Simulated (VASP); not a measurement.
# ZrOs (Pm-3m) in VASP: further runs, part 2 of 2

VASP 6.6.1. The steps go on from the part before.

### 3 Electric field gradients, LDA (volume scaled by 0.55)

The input, INCAR:

```
SYSTEM = ZrOs
ALGO = Normal
EDIFF = 1E-8
ENCUT = 520
ISIF = 2
ISMEAR = -1
LASPH = .TRUE.
LCHARG = .FALSE.
LEFG = .TRUE.
LREAL = .FALSE.
LWAVE = .FALSE.
NBANDS = 17
NELM = 100
PREC = Accurate
SIGMA = 0.05
```

The input, KPOINTS:

```
k-points
0
G
  11 11 11
  0 0 0
```

The input, POSCAR:

```
ZrOs
1.0
    2.6734453060      0.0000000000      0.0000000000
    0.0000000000      2.6734453060      0.0000000000
    0.0000000000      0.0000000000      2.6734453060
Zr Os
1 1
Direct
    0.5000000000      0.5000000000      0.5000000000
    0.0000000000      0.0000000000      0.0000000000
```

Potentials or basis: VASP PAW LDA potentials, release 64 (Zr_sv, Os).

Command:

```sh
cat potpaw_LDA.64/Zr_sv/POTCAR potpaw_LDA.64/Os/POTCAR > POTCAR
mpirun -np 1 vasp_std > vasp.out
```

OUTCAR:

```text
SYSTEM = ZrOs
   EDIFF = 1E-8
   ENCUT = 520
   ISIF = 2
   ISMEAR = -1
   LASPH = .TRUE.
   LREAL = .FALSE.
   NELM = 100
   PREC = Accurate

 ion  position               nearest neighbor table
   1  0.500  0.500  0.500-   2 2.32   2 2.32   2 2.32   2 2.32   2 2.32   2 2.32   2 2.32   2 2.32

   2  0.000  0.000  0.000-   1 2.32   1 2.32   1 2.32   1 2.32   1 2.32   1 2.32   1 2.32   1 2.32

  LATTYP: Found a simple cubic cell.
 ALAT       =     2.6734453060

  Lattice vectors:

 A1 = (   2.6734453060,   0.0000000000,   0.0000000000)
 A2 = (   0.0000000000,   2.6734453060,   0.0000000000)
 A3 = (   0.0000000000,   0.0000000000,   2.6734453060)

Analysis of symmetry for initial positions (statically):
=====================================================================
 Subroutine PRICEL returns:
 Original cell was already a primitive cell.

 Routine SETGRP: Setting up the symmetry group for a
 simple cubic supercell.

 Subroutine GETGRP returns: Found 48 space group operations
 (whereof 48 operations were pure point group operations)
 out of a pool of 48 trial point group operations.

The static configuration has the point symmetry O_h .

Analysis of symmetry for dynamics (positions and initial velocities):
=====================================================================
 Subroutine PRICEL returns:
 Original cell was already a primitive cell.

 Routine SETGRP: Setting up the symmetry group for a
 simple cubic supercell.

 Subroutine GETGRP returns: Found 48 space group operations
 (whereof 48 operations were pure point group operations)
 out of a pool of 48 trial point group operations.

The dynamic configuration has the point symmetry O_h .

 Subroutine INISYM returns: Found 48 space group operations
 (whereof 48 operations are pure point group operations),
 and found     1 'primitive' translations

----------------------------------------------------------------------------------------

                                     Primitive cell

  volume of cell :      19.1079

  direct lattice vectors                    reciprocal lattice vectors
     2.673445306  0.000000000  0.000000000     0.374049171  0.000000000  0.000000000
     0.000000000  2.673445306  0.000000000     0.000000000  0.374049171  0.000000000
     0.000000000  0.000000000  2.673445306     0.000000000  0.000000000  0.374049171

  length of vectors
     2.673445306  2.673445306  2.673445306     0.374049171  0.374049171  0.374049171

  position of ions in fractional coordinates (direct lattice)
     0.500000000  0.500000000  0.500000000
     0.000000000  0.000000000  0.000000000

  ion indices of the primitive-cell ions
   primitive index   ion index
                 1           1
                 2           2

----------------------------------------------------------------------------------------

 KPOINTS: k-points

Automatic generation of k-mesh.
 Grid dimensions read from file:
[... 65 lines left out ...]
   EDIFF  = 0.1E-07   stopping-criterion for ELM
   LREAL  =      F    real-space projection
   EDIFFG = 0.1E-06   stopping-criterion for IOM
   NSW    =      0    number of steps for IOM
   IBRION =     -1    ionic relax: 0-MD 1-quasi-New 2-CG
   NFREE  =      0    steps in history (QN), initial steepest desc. (CG)
   ISIF   =      2    stress and relaxation
   ISYM   =      2    0-nonsym 1-usesym 2-fastsym
   POTIM  = 0.5000    time-step for ionic-motion
   TEBEG  =    0.0;   TEEND  =   0.0 temperature during run
   PSTRESS=    0.0 pullay stress
   NELECT =      20.0000    total number of electrons
   NUPDOWN=      -1.0000    fix difference up-down
   EMIN   =  10.00;   EMAX   =-10.00  energy-range for DOS
   EFERMI =   0.00;   METHOD = LEGACY
   ISMEAR =    -1;   SIGMA  =   0.05  broadening in eV -4-tet -1-fermi 0-gaus
   EFERMI_NEDOS =   21; number of points for ismear=-14 and -15
   IALGO  =     38    algorithm
   IMIX   =      4    mixing-type and parameters
     AMIX     =   0.40;   BMIX     =  1.00
     AMIX_MAG =   1.60;   BMIX_MAG =  1.00
  volume/ion in A,a.u.               =       9.55        64.47
  Fermi-wavevector in a.u.,A,eV,Ry     =   1.662188  3.141080 37.591123  2.762870
  Thomas-Fermi vector in A             =   2.749122
   LORBIT       =      0    0 simple, 1 ext, 2 COOP (PROOUT), +10 PAW based schemes
   GGA     = CA    functional components
   LHFCALC =     F    Hartree Fock is set to
   AEXX    =    0.0000 exact exchange contribution
   IVDW    =     0    specifies the selected vdW correction
   LEPSILON=     F    determine dielectric tensor
   LRPA    =     F    only Hartree local field effects (RPA)
 non-spin polarized calculation
  energy-cutoff  :      520.00
  volume of cell :       19.11
 maximum number of plane-waves:       528
 NGX is ok and might be reduce to    20
   NGX =  9   NGY =  9   NGZ =  9

 number of electron      20.0000000 magnetization

 Free energy of the ion-electron system (eV)
  ---------------------------------------------------
  ext. energy  EPLUGINS =         0.00000000
  ---------------------------------------------------
  free energy    TOTEN  =       -10.93006553 eV

  energy without entropy =      -10.92556297  energy(sigma->0) =      -10.92781425

 E-fermi :  20.0656     XC(G=0): -16.2036

 val. band max:       20.0294051712   @ k =   0.4545   0.2727   0.0909
 cond. band min:      20.1454072819   @ k =   0.4545   0.4545   0.2727
 fundamental gap:      0.1160021107
 Fermi energy:        20.0655766994

 k-point     1 :       0.0000    0.0000    0.0000
  band No.  band energies     occupation
      1     -28.9779      2.00000
      2      -6.0451      2.00000
      3      -6.0451      2.00000
      4      -6.0451      2.00000
      5       8.2128      2.00000
      6       8.2128      2.00000
[... 457 lines left out ...]
      4      -6.3591      2.00000
      5      10.1115      2.00000
      6      12.1294      2.00000
[... 9 lines left out ...]
     16      32.7619      0.00000
     17      38.3325      0.00000

 [... further k-points ...]
[... 5 lines left out ...]
  --------------------------------------------------------------------------------------
  -------------------------------------------------------------------------------------
  Total       51.8977110     51.8977110     51.8977110     -0.0000000      0.0000000     -0.0000000
  in kB     4351.5589875   4351.5589875   4351.5589875     -0.0000000      0.0000000     -0.0000000
  external PRESSURE =    4351.5589875 kB  Pullay stress =       0.0000000 kB

 VOLUME and BASIS-vectors are now :
 -----------------------------------------------------------------------------
  energy-cutoff  :      520.00
  volume of cell :       19.11
      direct lattice vectors                 reciprocal lattice vectors
     2.673445306  0.000000000  0.000000000     0.374049171  0.000000000  0.000000000
     0.000000000  2.673445306  0.000000000     0.000000000  0.374049171  0.000000000
     0.000000000  0.000000000  2.673445306     0.000000000  0.000000000  0.374049171

 POSITION                                       TOTAL-FORCE (eV/Angst)
 -----------------------------------------------------------------------------------
      1.33672      1.33672      1.33672         0.000000      0.000000      0.000000
      0.00000      0.00000      0.00000         0.000000      0.000000      0.000000
 -----------------------------------------------------------------------------------
    total drift:                                0.000000      0.000000      0.000000

  FREE ENERGIE OF THE ION-ELECTRON SYSTEM (eV)
  ---------------------------------------------------
  free  energy   TOTEN  =       -10.9300655344 eV

  energy  without entropy=      -10.9255629685  energy(sigma->0) =      -10.92781425

 Electric field gradients (V/A^2)
---------------------------------------------------------------------
 ion       V_xx      V_yy      V_zz      V_xy      V_xz      V_yz
---------------------------------------------------------------------
   1      -0.000     0.000    -0.000     0.000    -0.000    -0.000
   2      -0.000     0.000     0.000    -0.000     0.000    -0.000
---------------------------------------------------------------------

 Electric field gradients after diagonalization (V/A^2)
 (convention: |V_zz| > |V_xx| > |V_yy|)
----------------------------------------------------------------------
 ion       V_xx      V_yy      V_zz     asymmetry (V_yy - V_xx)/ V_zz
----------------------------------------------------------------------
   1      -0.000     0.000    -0.000      -1.070
   2      -0.000     0.000     0.000       1.150
----------------------------------------------------------------------

           NMR quadrupolar parameters

 Cq : quadrupolar parameter    Cq=e*Q*V_zz/h
 eta: asymmetry parameters     (V_yy - V_xx)/ V_zz
 Q  : nuclear electric quadrupole moment in mb (millibarn)
----------------------------------------------------------------------
 ion       Cq(MHz)       eta       Q (mb)
----------------------------------------------------------------------
   1      -0.000      -1.070       1.000
   2       0.000       1.150       1.000
----------------------------------------------------------------------
```

Run time: 7.3 s. Hardware: 1 thread of Intel Xeon 6975P-C (Granite Rapids), shared host; peak memory 0.13 GiB.

Results:

| Property | Result |
| --- | --- |
| Free energy | -10.9301 eV |
| Pressure | 435.2 GPa |
| Band gap on the k mesh | zero (band 10 reaches 21.54 eV, above the bottom of band 11 at 17.88 eV) |

Caveat: the cell differs from its parent crystal (volume scaled by 0.55); without QUAD_EFG the Cq values of the log hold for a quadrupole moment of 1 mb, not for the nuclei; spin-orbit coupling is left out, which moves the levels of the heavy elements.

### 4 Electric field gradients, LDA (volume scaled by 0.6)

The input, INCAR:

```
SYSTEM = ZrOs
  PREC = Accurate
  ENCUT = 520
  EDIFF = 1E-8
  ISMEAR = -1
  SIGMA = 0.05
  LREAL = .FALSE.
  LASPH = .TRUE.
  NELM = 100
  ALGO = Normal
  ISIF = 2
  LWAVE = .FALSE.
  LCHARG = .FALSE.
  LEFG = .TRUE.
  NBANDS = 17
```

The input, KPOINTS:

```
Automatic mesh
0
G
  11 11 11
  0 0 0
```

The input, POSCAR:

```
ZrOs
1.0
    2.7521207869      0.0000000000      0.0000000000
    0.0000000000      2.7521207869      0.0000000000
    0.0000000000      0.0000000000      2.7521207869
Zr Os
1 1
Direct
    0.5000000000      0.5000000000      0.5000000000
    0.0000000000      0.0000000000      0.0000000000
```

Potentials or basis: VASP PAW LDA potentials, release 64 (Zr_sv, Os).

Command:

```sh
cat potpaw_LDA.64/Zr_sv/POTCAR potpaw_LDA.64/Os/POTCAR > POTCAR
mpirun -np 1 vasp_std > vasp.out
```

OUTCAR:

```text
SYSTEM = ZrOs
   PREC = Accurate
   ENCUT = 520
   EDIFF = 1E-8
   ISMEAR = -1
   LREAL = .FALSE.
   LASPH = .TRUE.
   NELM = 100
   ISIF = 2

 ion  position               nearest neighbor table
   1  0.500  0.500  0.500-   2 2.38   2 2.38   2 2.38   2 2.38   2 2.38   2 2.38   2 2.38   2 2.38

   2  0.000  0.000  0.000-   1 2.38   1 2.38   1 2.38   1 2.38   1 2.38   1 2.38   1 2.38   1 2.38

  LATTYP: Found a simple cubic cell.
 ALAT       =     2.7521207869

  Lattice vectors:

 A1 = (   2.7521207869,   0.0000000000,   0.0000000000)
 A2 = (   0.0000000000,   2.7521207869,   0.0000000000)
 A3 = (   0.0000000000,   0.0000000000,   2.7521207869)

Analysis of symmetry for initial positions (statically):
=====================================================================
 Subroutine PRICEL returns:
 Original cell was already a primitive cell.

 Routine SETGRP: Setting up the symmetry group for a
 simple cubic supercell.

[... 667 lines left out ...]
  volume of cell :       20.85
      direct lattice vectors                 reciprocal lattice vectors
     2.752120787  0.000000000  0.000000000     0.363356145  0.000000000  0.000000000
     0.000000000  2.752120787  0.000000000     0.000000000  0.363356145  0.000000000
     0.000000000  0.000000000  2.752120787     0.000000000  0.000000000  0.363356145

 POSITION                                       TOTAL-FORCE (eV/Angst)
 -----------------------------------------------------------------------------------
      1.37606      1.37606      1.37606         0.000000      0.000000      0.000000
      0.00000      0.00000      0.00000         0.000000      0.000000      0.000000
 -----------------------------------------------------------------------------------
    total drift:                                0.000000      0.000000      0.000000

  FREE ENERGIE OF THE ION-ELECTRON SYSTEM (eV)
  ---------------------------------------------------
  free  energy   TOTEN  =       -14.9146096764 eV

  energy  without entropy=      -14.9090720668  energy(sigma->0) =      -14.91184087

 Electric field gradients (V/A^2)
---------------------------------------------------------------------
 ion       V_xx      V_yy      V_zz      V_xy      V_xz      V_yz
---------------------------------------------------------------------
   1      -0.000    -0.000    -0.000     0.000    -0.000    -0.000
   2      -0.000    -0.000     0.000     0.000     0.000     0.000
---------------------------------------------------------------------

 Electric field gradients after diagonalization (V/A^2)
 (convention: |V_zz| > |V_xx| > |V_yy|)
----------------------------------------------------------------------
 ion       V_xx      V_yy      V_zz     asymmetry (V_yy - V_xx)/ V_zz
----------------------------------------------------------------------
   1      -0.000    -0.000    -0.000      -0.429
   2       0.000    -0.000    -0.000       0.978
----------------------------------------------------------------------

           NMR quadrupolar parameters

 Cq : quadrupolar parameter    Cq=e*Q*V_zz/h
 eta: asymmetry parameters     (V_yy - V_xx)/ V_zz
 Q  : nuclear electric quadrupole moment in mb (millibarn)
----------------------------------------------------------------------
 ion       Cq(MHz)       eta       Q (mb)
----------------------------------------------------------------------
   1      -0.000      -0.429       1.000
   2      -0.000       0.978       1.000
----------------------------------------------------------------------
```

stdout:

```text
POSCAR found type information on POSCAR ZrOs
 POSCAR found :  2 types and       2 ions
 scaLAPACK will be used
 LDA part: xc-table for (Slater(with rela. corr.)+CA(PZ))
 , standard interpolation
 POSCAR, INCAR and KPOINTS ok, starting setup
 FFT: planning ... GRIDC
 FFT: planning ... GRID_SOFT
 FFT: planning ... GRID
 WAVECAR not read
 entering main loop
ion   1

ion   2
```

It took 9.1 s on 1 thread of Intel Xeon 6975P-C (Granite Rapids), shared host; peak memory 0.13 GiB.

What came out:

```
Free energy            : -14.9146 eV
Pressure               : 307.7 GPa
Band gap on the k mesh : zero (band 10 reaches 19.40 eV, above the bottom of band 11 at 16.30 eV)
```

Caveat: the cell differs from its parent crystal (volume scaled by 0.6); without QUAD_EFG the Cq values of the log hold for a quadrupole moment of 1 mb, not for the nuclei; spin-orbit coupling is left out, which moves the levels of the heavy elements.

### 5 Electric field gradients, LDA

This run uses another cell than the first one, of 17.37 Å³/atom, 2.222 times its volume.

The input, INCAR:

```
PREC     = Accurate       # precision mode
ENCUT    = 520            # plane-wave cutoff, eV
EDIFF    = 1E-8           # SCF threshold, eV
ISMEAR   = -1             # smearing method
SIGMA    = 0.05           # smearing width, eV
LREAL    = False          # projectors in reciprocal space
LASPH    = True           # aspherical terms in the spheres
NELM     = 60             # most SCF steps
ALGO     = Normal         # electronic algorithm
ISIF     = 2              # what is computed and relaxed
LWAVE    = False          # write WAVECAR
LCHARG   = False          # write CHGCAR
LEFG     = True         
NBANDS   = 17             # bands
```

The input, KPOINTS:

```
regular mesh
0
Gamma
  11 11 11
```

The input, POSCAR:

```
ZrOs
1.0
    3.2630000000      0.0000000000      0.0000000000
    0.0000000000      3.2630000000      0.0000000000
    0.0000000000      0.0000000000      3.2630000000
Zr Os
1 1
Direct
    0.5000000000      0.5000000000      0.5000000000
    0.0000000000      0.0000000000      0.0000000000
```

Potentials or basis: VASP PAW LDA potentials, release 64 (Zr_sv, Os).

Command:

```sh
cat potpaw_LDA.64/Zr_sv/POTCAR potpaw_LDA.64/Os/POTCAR > POTCAR
mpirun -np 1 vasp_std > vasp.out
```

OUTCAR:

```text
PREC = Accurate
   ENCUT = 520
   EDIFF = 1E-8
   ISMEAR = -1
   LREAL = False
   LASPH = True
   NELM = 60
   ISIF = 2

 ion  position               nearest neighbor table
   1  0.500  0.500  0.500-   2 2.83   2 2.83   2 2.83   2 2.83   2 2.83   2 2.83   2 2.83   2 2.83

   2  0.000  0.000  0.000-   1 2.83   1 2.83   1 2.83   1 2.83   1 2.83   1 2.83   1 2.83   1 2.83

  LATTYP: Found a simple cubic cell.
 ALAT       =     3.2630000000

  Lattice vectors:

 A1 = (   3.2630000000,   0.0000000000,   0.0000000000)
 A2 = (   0.0000000000,   3.2630000000,   0.0000000000)
 A3 = (   0.0000000000,   0.0000000000,   3.2630000000)

Analysis of symmetry for initial positions (statically):
[... 690 lines left out ...]

  energy  without entropy=      -23.0405262872  energy(sigma->0) =      -23.04323021

 Electric field gradients (V/A^2)
---------------------------------------------------------------------
 ion       V_xx      V_yy      V_zz      V_xy      V_xz      V_yz
---------------------------------------------------------------------
   1      -0.000     0.000    -0.000     0.000    -0.000    -0.000
   2       0.000     0.000    -0.000     0.000     0.000     0.000
---------------------------------------------------------------------

 Electric field gradients after diagonalization (V/A^2)
 (convention: |V_zz| > |V_xx| > |V_yy|)
----------------------------------------------------------------------
 ion       V_xx      V_yy      V_zz     asymmetry (V_yy - V_xx)/ V_zz
----------------------------------------------------------------------
   1      -0.000     0.000    -0.000      -0.244
   2       0.000     0.000    -0.000       0.021
----------------------------------------------------------------------

           NMR quadrupolar parameters

 Cq : quadrupolar parameter    Cq=e*Q*V_zz/h
 eta: asymmetry parameters     (V_yy - V_xx)/ V_zz
 Q  : nuclear electric quadrupole moment in mb (millibarn)
----------------------------------------------------------------------
 ion       Cq(MHz)       eta       Q (mb)
----------------------------------------------------------------------
   1      -0.000      -0.244       1.000
   2      -0.000       0.021       1.000
----------------------------------------------------------------------
```

stdout:

```text
POSCAR found type information on POSCAR ZrOs
 POSCAR found :  2 types and       2 ions
 scaLAPACK will be used
 LDA part: xc-table for (Slater(with rela. corr.)+CA(PZ))
 , standard interpolation
 POSCAR, INCAR and KPOINTS ok, starting setup
 FFT: planning ... GRIDC
 FFT: planning ... GRID_SOFT
 FFT: planning ... GRID
 WAVECAR not read
 entering main loop
ion   1

ion   2
```

It took 8.1 s on 1 thread of Intel Xeon 6975P-C (Granite Rapids), shared host; peak memory 0.14 GiB.

Results:

* Free energy: -23.0459 eV
* Pressure: -7.2 GPa
* Band gap on the k mesh: zero (band 10 reaches 9.91 eV, above the bottom of band 11 at 8.97 eV)

Caveat: without QUAD_EFG the Cq values of the log hold for a quadrupole moment of 1 mb, not for the nuclei; spin-orbit coupling is left out, which moves the levels of the heavy elements.

### 6 Overview

```csv
cell,gap on the mesh (eV),pressure (GPa)
"a = 2.673 Å, 2 atoms",none,435.2
"a = 2.752 Å, 2 atoms",none,307.7
"a = 3.263 Å, 2 atoms",none,-7.2
```

Alike in all rows: task electric field gradients; level LDA; potentials or basis VASP PAW LDA potentials, release 64 (Zr_sv, Os); no spin polarisation; k mesh 11 × 11 × 11; cutoff (eV) 520; smearing fermi-dirac 0.05 eV.

Caveats: spin-orbit coupling is left out, which moves the levels of the heavy elements.

Total energies depend on the potentials used, so only differences within one code and one set of settings carry meaning.
